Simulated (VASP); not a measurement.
Set up this calculation in VASP 6.6.1, as the native input.

```
Task                   : single point
Functional             : PBE
Potentials or basis    : VASP PAW PBE potentials, release 64 (Ge_d, P)
Cutoff                 : 520 eV
k mesh                 : 4 × 4 × 4
Occupations            : gaussian, width 0.1 eV
Spin                   : no spin polarisation
Dipole correction      : no
Further INCAR settings : ALGO = Normal; EDIFF = 1e-06; NBANDS = 38
```

The structure of Ge4P lies in POSCAR:

```
Ge4P
1.0
    0.0000000000      3.6131708100      3.6131708100
    3.6131708100      0.0000000000      3.6131708100
    3.6131708100      3.6131708100      0.0000000000
Ge P
4 1
Direct
    0.8804454800      0.8804454800      0.8804454800
    0.8804454800      0.8804454800      0.3586635500
    0.8804454800      0.3586635500      0.8804454800
    0.3586635500      0.8804454800      0.8804454800
    0.2500000000      0.2500000000      0.2500000000
```

The cell was generated, and may not be a known phase.

The input as run:

INCAR

```
SYSTEM = Ge4P
  PREC = Accurate
  ENCUT = 520
  EDIFF = 1E-6
  ISMEAR = 0
  SIGMA = 0.1
  LREAL = .FALSE.
  LASPH = .TRUE.
  NELM = 60
  ALGO = Normal
  ISIF = 2
  LWAVE = .FALSE.
  LCHARG = .FALSE.
  GGA = PE
  NBANDS = 38
```

KPOINTS

```
regular mesh
0
G
  4 4 4
  0 0 0
```

Potentials or basis: VASP PAW PBE potentials, release 64 (Ge_d, P).

The run is started by

```bash
$ cat potpaw_PBE.64/Ge_d/POTCAR potpaw_PBE.64/P/POTCAR > POTCAR
$ mpirun -np 1 vasp_std > vasp.out
```

Results of the run:

The pressure is 17.1 GPa. The largest force is 2.869 eV/Å. The band gap on the k mesh is zero (an odd number of electrons rules out a gap without spin polarisation).

Caveat: the k points lie up to 0.38 Å⁻¹ apart, too coarse for converged energies and pressures of a metal; forces of over 1 eV/Å act on the atoms, so gaps and moduli don't describe the material at rest.

It took 17 s on 1 thread of Intel(R) Xeon(R) 6975P-C (Granite Rapids), on a shared host, peak memory 0.23 GiB.
